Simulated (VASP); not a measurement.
# PbO: single point with r2SCAN

PbO:

```
Pb O
1.0
     3.17937   -0.03132    0.00000
    -0.03132    3.17937    0.00000
     0.00000    0.00000    3.17937
Pb O
1 1
Direct
  0.00000 0.00000 0.00000
  0.50000 0.50000 0.50000
```

This cell differs from its parent crystal: shear xy strain -2.0%.

```yaml
Program: VASP 6.6.1
Task: single point
Functional: r2SCAN
Potentials_or_basis: VASP PAW PBE potentials, release 64 (Pb_d, O)
Cutoff: 520 eV
k_mesh: 8 × 8 × 8
Occupations: fermi-dirac, width 0.02 eV
Spin: no spin polarisation
```

| Item | Value |
| --- | --- |
| Pressure | 0.2 GPa |
| Band gap on the k mesh | 0.41 eV, indirect (least direct gap 0.46 eV) |

Levels at points of the mesh, in eV from the valence-band top:
```csv
k point,band 8,band 9,band 10,band 11,band 12,band 13
"(0.00, 0.00, 0.00)",-1.88,-1.82,-1.76,9.13,9.25,9.36
"(0.50, 0.00, 0.00)",-1.00,-1.00,-0.06,0.41,8.38,8.38
"(0.50, 0.50, 0.00)",-4.63,-4.55,-1.00,4.30,4.50,10.67
"(0.00, 0.00, 0.50)",-1.02,-0.98,-0.05,0.41,8.35,8.42
"(0.50, 0.00, 0.50)",-4.59,-4.59,-1.00,4.39,4.40,10.67
"(0.50, 0.50, 0.50)",-2.29,-2.26,-2.25,0.98,1.11,1.23
```

Wall time 2.6 min on 1 thread of Intel Xeon 8259CL, with other jobs on the host, peak memory 0.18 GiB.

Caveat: the cell differs from its parent crystal (shear xy strain -2.0%); the PAW data sets were made with another functional, which shifts forces and pressure a little; spin-orbit coupling is left out, which moves the levels of the heavy elements. A k mesh can miss the band edges.
